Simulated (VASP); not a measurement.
# Mg9O8 (a cell with a defect) in VASP: relaxation of the atoms with PBEsol

Aim: the relaxation of the atoms of Mg9O8 (a cell with a defect) with PBEsol.

Program: VASP 6.6.1. These are calculated values, not measurements. Logs are shortened: lines on timing, memory, paths and dates and some standing lists are left out, and cuts for length are marked.

### 1 The cell of the first run

The cell holds a defect, 17 atoms: a = 5.871 Å, b = 5.871 Å, c = 5.871 Å, α = 60.00°, β = 60.00°, γ = 60.00°.

### 2 Relaxation of the atoms, PBEsol

Contents of INCAR:

```
SYSTEM = Mg9O8
  PREC = Accurate
  ENCUT = 520
  EDIFF = 1E-6
  ISMEAR = -1
  SIGMA = 0.02
  LREAL = Auto
  LASPH = .TRUE.
  NELM = 60
  ALGO = Normal
  ISIF = 2
  LWAVE = .FALSE.
  LCHARG = .FALSE.
  GGA = PS
  IBRION = 2
  NSW = 80
  EDIFFG = -0.03
```

Contents of KPOINTS:

```
regular mesh
0
G
  3 3 3
  0 0 0
```

Contents of POSCAR:

```
Mg9O8
1.0
    0.0000000000      4.1515000000      4.1515000000
    4.1515000000      0.0000000000      4.1515000000
    4.1515000000      4.1515000000      0.0000000000
Mg O
9 8
Direct
    0.0000000000      0.0000000000      0.0000000000
    0.0000000000      0.0000000000      0.5000000000
    0.0000000000      0.5000000000      0.0000000000
    0.0000000000      0.5000000000      0.5000000000
    0.5000000000      0.0000000000      0.0000000000
    0.5000000000      0.0000000000      0.5000000000
    0.5000000000      0.5000000000      0.0000000000
    0.5000000000      0.5000000000      0.5000000000
   -0.1179444700      0.3632302300      0.8799280300
    0.2500000000      0.2500000000      0.2500000000
    0.2500000000      0.2500000000      0.7500000000
    0.2500000000      0.7500000000      0.2500000000
    0.2500000000      0.7500000000      0.7500000000
    0.7500000000      0.2500000000      0.2500000000
    0.7500000000      0.2500000000      0.7500000000
    0.7500000000      0.7500000000      0.2500000000
    0.7500000000      0.7500000000      0.7500000000
```

Potentials or basis: VASP PAW PBE potentials, release 64 (Mg, O).

Launch:

```sh
> cat potpaw_PBE.64/Mg/POTCAR potpaw_PBE.64/O/POTCAR > POTCAR
> mpirun -np 1 vasp_std > vasp.out
```

OUTCAR:

```text
SYSTEM = Mg9O8
   PREC = Accurate
   ENCUT = 520
   EDIFF = 1E-6
   ISMEAR = -1
   LREAL = Auto
   LASPH = .TRUE.
   NELM = 60
   ISIF = 2
   GGA = PS
   IBRION = 2
   NSW = 80
   EDIFFG = -0.03

 ion  position               nearest neighbor table
   1  0.000  0.000  0.000-   9 1.74  11 2.08  12 2.08  13 2.08  14 2.08  15 2.08  16 2.08   3 2.94
                             5 2.94   2 2.94   2 2.94   4 2.94   6 2.94   3 2.94   4 2.94   7 2.94
   2  0.000  0.000  0.500-  10 2.08  12 2.08  13 2.08  14 2.08  15 2.08  17 2.08   1 2.94   4 2.94
                             6 2.94   1 2.94   3 2.94   5 2.94   3 2.94   4 2.94   8 2.94   5 2.94
   3  0.000  0.500  0.000-   9 1.80  10 2.08  11 2.08  13 2.08  14 2.08  16 2.08  17 2.08   4 2.94
                             7 2.94   1 2.94   2 2.94   4 2.94   8 2.94   1 2.94   2 2.94   5 2.94
   4  0.000  0.500  0.500-   9 1.82  10 2.08  11 2.08  12 2.08  15 2.08  16 2.08  17 2.08   3 2.94
                             8 2.94   2 2.94   1 2.94   3 2.94   7 2.94   1 2.94   2 2.94   6 2.94
   5  0.500  0.000  0.000-  10 2.08  11 2.08  12 2.08  15 2.08  16 2.08  17 2.08   1 2.94   6 2.94
                             7 2.94   2 2.94   6 2.94   8 2.94   3 2.94   7 2.94   8 2.94   1 2.94
   6  0.500  0.000  0.500-  10 2.08  11 2.08  13 2.08  14 2.08  16 2.08  17 2.08   2 2.94   5 2.94
                             8 2.94   1 2.94   5 2.94   7 2.94   4 2.94   7 2.94   8 2.94   1 2.94
   7  0.500  0.500  0.000-   9 1.83  10 2.08  12 2.08  13 2.08  14 2.08  15 2.08  17 2.08   5 2.94
                             8 2.94   3 2.94   4 2.94   6 2.94   8 2.94   1 2.94   5 2.94   6 2.94
   8  0.500  0.500  0.500-  11 2.08  12 2.08  13 2.08  14 2.08  15 2.08  16 2.08   4 2.94   6 2.94
                             7 2.94   3 2.94   5 2.94   7 2.94   2 2.94   5 2.94   6 2.94   2 2.94
   9  0.882  0.363  0.880-   1 1.74  11 1.76  14 1.77   3 1.80  15 1.80   4 1.82   7 1.83  17 1.85
                             5 3.39   2 3.40   6 3.41   6 3.42   2 3.43   5 3.43   8 3.44   8 3.45
  10  0.250  0.250  0.250-   2 2.08   3 2.08   4 2.08   5 2.08   6 2.08   7 2.08
  11  0.250  0.250  0.750-   9 1.76   3 2.08   4 2.08   5 2.08   6 2.08   8 2.08   1 2.08
  12  0.250  0.750  0.250-   1 2.08   2 2.08   4 2.08   5 2.08   7 2.08   8 2.08
  13  0.250  0.750  0.750-   1 2.08   2 2.08   3 2.08   6 2.08   7 2.08   8 2.08
  14  0.750  0.250  0.250-   9 1.77   2 2.08   3 2.08   6 2.08   7 2.08   8 2.08   1 2.08
  15  0.750  0.250  0.750-   9 1.80   2 2.08   4 2.08   5 2.08   7 2.08   8 2.08   1 2.08
  16  0.750  0.750  0.250-   1 2.08   3 2.08   4 2.08   5 2.08   6 2.08   8 2.08
  17  0.750  0.750  0.750-   9 1.85   3 2.08   4 2.08   5 2.08   6 2.08   7 2.08   2 2.08

 -----------------------------------------------------------------------------
|                                                                             |
|           W    W    AA    RRRRR   N    N  II  N    N   GGGG   !!!           |
|           W    W   A  A   R    R  NN   N  II  NN   N  G    G  !!!           |
|           W    W  A    A  R    R  N N  N  II  N N  N  G       !!!           |
|           W WW W  AAAAAA  RRRRR   N  N N  II  N  N N  G  GGG   !            |
|           WW  WW  A    A  R   R   N   NN  II  N   NN  G    G                |
|           W    W  A    A  R    R  N    N  II  N    N   GGGG   !!!           |
|                                                                             |
|     The distance between some ions is very small. Please check the          |
|     nearest-neighbor list in the OUTCAR file.                               |
|     I HOPE YOU KNOW WHAT YOU ARE DOING!                                     |
|                                                                             |
 -----------------------------------------------------------------------------

  LATTYP: Found a face centered cubic cell.
 ALAT       =     8.3030000000

  Lattice vectors:

 A1 = (   0.0000000000,   4.1515000000,   4.1515000000)
 A2 = (   4.1515000000,   0.0000000000,   4.1515000000)
 A3 = (   4.1515000000,   4.1515000000,   0.0000000000)

Analysis of symmetry for initial positions (statically):
=====================================================================
 Subroutine PRICEL returns:
 Original cell was already a primitive cell.

 Routine SETGRP: Setting up the symmetry group for a
 face centered cubic supercell.

 Subroutine GETGRP returns: Found  1 space group operations
 (whereof  1 operations were pure point group operations)
 out of a pool of 48 trial point group operations.

The static configuration has the point symmetry C_1 .

Analysis of symmetry for dynamics (positions and initial velocities):
=====================================================================
 Subroutine PRICEL returns:
 Original cell was already a primitive cell.

 Routine SETGRP: Setting up the symmetry group for a
 face centered cubic supercell.

 Subroutine GETGRP returns: Found  1 space group operations
 (whereof  1 operations were pure point group operations)
 out of a pool of 48 trial point group operations.

[... 82 lines left out ...]

 Found     14 irreducible k-points:

 Following reciprocal coordinates:
            Coordinates               Weight
  0.000000  0.000000  0.000000      1.000000
  0.333333  0.000000  0.000000      2.000000
  0.000000  0.333333  0.000000      2.000000
  0.000000  0.000000  0.333333      2.000000
  0.333333  0.333333  0.333333      2.000000
  0.333333  0.333333  0.000000      2.000000
  0.000000  0.333333  0.333333      2.000000
  0.333333  0.000000  0.333333      2.000000
 -0.333333  0.333333  0.000000      2.000000
  0.000000 -0.333333  0.333333      2.000000
  0.333333  0.000000 -0.333333      2.000000
  0.333333  0.333333 -0.333333      2.000000
 -0.333333  0.333333 -0.333333      2.000000
  0.333333 -0.333333 -0.333333      2.000000
   k-points           NKPTS =     14   k-points in BZ     NKDIM =     14   number of bands    NBANDS=     42
   number of dos      NEDOS =    301   number of ions     NIONS =     17
   total plane-waves  NPLWV = 110592
   dimension x,y,z NGX =    48 NGY =   48 NGZ =   48
   dimension x,y,z NGXF=    96 NGYF=   96 NGZF=   96
   ions per type =               9   8
   NGX,Y,Z   is equivalent  to a cutoff of  13.59, 13.59, 13.59 a.u.
   NGXF,Y,Z  is equivalent  to a cutoff of  27.18, 27.18, 27.18 a.u.
 SYSTEM =  Mg9O8
   PREC   = accura    normal or accurate (medium, high low for compatibility)
   ISTART =      0    job   : 0-new  1-cont  2-samecut
   ICHARG =      2    charge: 1-file 2-atom 10-const
   ISPIN  =      1    spin polarized calculation?
   LNONCOLLINEAR =      F non collinear calculations
   LSORBIT =      F    spin-orbit coupling
   LASPH  =      T    aspherical Exc in radial PAW
   ENCUT  =  520.0 eV  38.22 Ry    6.18 a.u.  10.92 10.92 10.92*2*pi/ulx,y,z
   NELM   =     60;   NELMIN=  2; NELMDL= -5     # of ELM steps
   EDIFF  = 0.1E-05   stopping-criterion for ELM
   LREAL  =      T    real-space projection
   EDIFFG = -.3E-01   stopping-criterion for IOM
   NSW    =     80    number of steps for IOM
   IBRION =      2    ionic relax: 0-MD 1-quasi-New 2-CG
   NFREE  =      1    steps in history (QN), initial steepest desc. (CG)
   ISIF   =      2    stress and relaxation
   ISYM   =      2    0-nonsym 1-usesym 2-fastsym
   POTIM  = 0.5000    time-step for ionic-motion
   TEBEG  =    0.0;   TEEND  =   0.0 temperature during run
   PSTRESS=    0.0 pullay stress
   NELECT =      66.0000    total number of electrons
   NUPDOWN=      -1.0000    fix difference up-down
   EMIN   =  10.00;   EMAX   =-10.00  energy-range for DOS
   EFERMI =   0.00;   METHOD = LEGACY
   ISMEAR =    -1;   SIGMA  =   0.02  broadening in eV -4-tet -1-fermi 0-gaus
   EFERMI_NEDOS =   21; number of points for ismear=-14 and -15
   IALGO  =     38    algorithm
   IMIX   =      4    mixing-type and parameters
     AMIX     =   0.40;   BMIX     =  1.00
     AMIX_MAG =   1.60;   BMIX_MAG =  1.00
  volume/ion in A,a.u.               =       8.42        56.81
  Fermi-wavevector in a.u.,A,eV,Ry     =   1.264856  2.390231 21.767428  1.599861
  Thomas-Fermi vector in A             =   2.398140
   LORBIT       =      0    0 simple, 1 ext, 2 COOP (PROOUT), +10 PAW based schemes
   GGA     = PS    functional components
   LHFCALC =     F    Hartree Fock is set to
   AEXX    =    0.0000 exact exchange contribution
   IVDW    =     0    specifies the selected vdW correction
   LEPSILON=     F    determine dielectric tensor
   LRPA    =     F    only Hartree local field effects (RPA)
 conjugate gradient relaxation of ions
 non-spin polarized calculation
  energy-cutoff  :      520.00
  volume of cell :      143.10
 maximum number of plane-waves:      3856
 NGX is ok and might be reduce to    48
   NGX = 21   NGY = 21   NGZ = 21

--------------------------------------- Ionic step        1  -------------------------------------------

 number of electron      65.9999997 magnetization

 Free energy of the ion-electron system (eV)
  ---------------------------------------------------
  ext. energy  EPLUGINS =         0.00000000
  ---------------------------------------------------
  free energy    TOTEN  =       -79.45116143 eV

  energy without entropy =      -79.43377751  energy(sigma->0) =      -79.44246947

------------------------ aborting loop because EDIFF is reached ----------------------------------------

  FORCE on cell =-STRESS in cart. coord.  units (eV):
  Direction    XX          YY          ZZ          XY          YZ          ZX
  --------------------------------------------------------------------------------------
  -------------------------------------------------------------------------------------
  Total       47.9617771     47.8201906     47.9966832     -0.4178048     -0.5111015      0.8156268
  in kB      536.9832339    535.3980229    537.3740453     -4.6777699     -5.7223260      9.1318117
  external PRESSURE =     536.5851007 kB  Pullay stress =       0.0000000 kB
[... 134 lines left out ...]
  FREE ENERGIE OF THE ION-ELECTRON SYSTEM (eV)
  ---------------------------------------------------
  free  energy   TOTEN  =       -85.3239507305 eV

  energy  without entropy=      -85.3118354576  energy(sigma->0) =      -85.31789309

[... ionic steps 4 to 10 ...]

--------------------------------------- Ionic step       11  -------------------------------------------

 number of electron      66.0000004 magnetization

------------------------ aborting loop because EDIFF is reached ----------------------------------------
[... 97 lines left out ...]
--------------------------------------- Ionic step       13  -------------------------------------------

 number of electron      66.0000004 magnetization

 Free energy of the ion-electron system (eV)
  ---------------------------------------------------
  ext. energy  EPLUGINS =         0.00000000
  ---------------------------------------------------
  free energy    TOTEN  =       -85.71961611 eV

  energy without entropy =      -85.70127541  energy(sigma->0) =      -85.71044576

 E-fermi :  11.0021     XC(G=0): -11.8742

 val. band max:       11.0001009890   @ k =   0.3333   0.0000  -0.3333
 cond. band min:      11.0036798819   @ k =   0.3333  -0.3333  -0.3333
 fundamental gap:      0.0035788928
 Fermi energy:        11.0020622888

 k-point     1 :       0.0000    0.0000    0.0000
  band No.  band energies     occupation
      1     -13.6498      2.00000
      2     -12.2480      2.00000
      3     -12.2310      2.00000
      4     -12.2241      2.00000
      5     -12.2103      2.00000
      6     -11.8377      2.00000
[... 663 lines left out ...]
  FREE ENERGIE OF THE ION-ELECTRON SYSTEM (eV)
  ---------------------------------------------------
  free  energy   TOTEN  =       -85.7196161109 eV

  energy  without entropy=      -85.7012754088  energy(sigma->0) =      -85.71044576

 reached required accuracy - stopping structural energy minimisation
```

Run time: 25 min. Hardware: 1 thread of Intel Xeon Platinum 8488C (Sapphire Rapids), shared host; peak memory 0.34 GiB.

Results:

| Quantity | Value |
| --- | --- |
| Free energy | -85.7196 eV |
| Energy gained by relaxing | 368.7 meV/atom |
| Ionic steps | 13 |
| Pressure after relaxing | 50.1 GPa |
| Largest force after relaxing | 0.016 eV/Å |
| Band gap on the k mesh | zero (bands 33 and 34 overlap by 0.36 eV) |

Forces on the atoms (eV/Å):
```
Mg   0.001  0.003  0.003
Mg   0.002  0.000 -0.006
Mg  -0.003  0.010 -0.001
Mg  -0.012  0.002  0.004
Mg  -0.006  0.001  0.002
Mg  -0.002  0.005 -0.002
Mg   0.005 -0.001 -0.013
Mg   0.007 -0.005  0.007
Mg   0.000 -0.002  0.000
O   -0.005  0.002 -0.006
O    0.003 -0.002 -0.002
O    0.000 -0.009 -0.001
O    0.012  0.002 -0.006
O    0.000  0.000  0.002
O   -0.002 -0.005 -0.002
O   -0.007  0.005  0.013
O    0.007 -0.006  0.008
```

Step by step:
```
step  energy change (eV)  largest force (eV/Å)  pressure (GPa)
   1              0.0000               11.4767           53.66
   2             -1.3771               11.9672           63.63
   3             -5.8728                1.2681           52.43
   4             -5.8716                1.3256           52.55
   5             -6.1491                0.7869           50.87
   6             -6.1771                1.0093           50.35
   7             -6.2394                0.6215           49.81
   8             -6.2444                0.5062           49.88
   9             -6.2677                0.1454           50.14
  10             -6.2677                0.1434           50.14
  11             -6.2681                0.1000           50.08
  12             -6.2684                0.0304           50.10
  13             -6.2685                0.0158           50.10
```

Final structure:
```xyz
17
Lattice="0.0000 4.1515 4.1515 4.1515 0.0000 4.1515 4.1515 4.1515 0.0000" Properties=species:S:1:pos:R:3 pbc="T T T"
Mg    3.9613    0.1903    3.9613
Mg    6.2209    2.0821    4.1576
Mg    2.2563    0.1816    2.2563
Mg    3.9736    1.8991    2.2527
Mg    4.1575    2.0820    6.2210
Mg    6.2209    4.1458    6.2209
Mg    2.2512    1.9006    3.9751
Mg    4.1580    4.1453    4.1581
Mg    5.1784    7.2841    5.1815
O     2.0067    2.1462    2.0073
O     4.1195    4.1808    2.1147
O     4.2198    2.1493    4.2204
O     6.1536    4.0830    4.2220
O     2.1131    4.1786    4.1208
O     4.1276    6.1938    4.1266
O     4.2221    4.0823    6.1535
O     6.2446    6.2080    6.2439
```

Levels at points of the mesh, in eV from the Fermi level:
| k point | band 29 | band 30 | band 31 | band 32 | band 33 | band 34 | band 35 | band 36 | band 37 | band 38 |
| --- | --- | --- | --- | --- | --- | --- | --- | --- | --- | --- |
| (0.00, 0.00, 0.00) | -7.72 | -7.22 | -7.21 | -7.20 | -2.50 | -0.34 | 0.46 | 0.47 | 0.47 | 1.55 |

Caveat: the k points lie up to 0.44 Å⁻¹ apart; the PAW data sets were made with another functional, which shifts forces and pressure a little.
